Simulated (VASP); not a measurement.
Input of a VASP 6.6.1 run:

File INCAR:

```
PREC = Accurate
ENCUT = 520
EDIFF = 1E-6
ISMEAR = 0
SIGMA = 0.05
LREAL = False
LASPH = True
NELM = 150
ALGO = Normal
ISIF = 2
LWAVE = False
LCHARG = False
ISPIN = 2
MAGMOM = 3 3
LORBIT = 11
LMAXMIX = 6
GGA = PE
NBANDS = 33
```

File KPOINTS:

```
regular mesh
0
Gamma
  14 14 8
```

The input POSCAR:

```
Er
1.0
    3.6833369488      0.0000000000      0.0000000000
   -1.8416684744      3.1898633683      0.0000000000
    0.0000000000      0.0000000000      5.8568888998
Er
2
Direct
    0.3333333333      0.6666666667      0.2500000000
    0.6666666667      0.3333333333      0.7500000000
```

Potentials or basis: VASP PAW PBE potentials, release 64 (Er).

Command:

```bash
$ cat potpaw_PBE.64/Er/POTCAR > POTCAR
$ mpirun -np 1 vasp_std > vasp.out
```

(1) Estimate the pressure.

(2) What does it give for the net moment?

(3) Predict the site moments.

## Answers

(1) 0.4 GPa.

(2) 5.18 μB per cell.

(3) Er +2.45 μB.

Caveat: the magnetic or orbital state may not be the lowest.
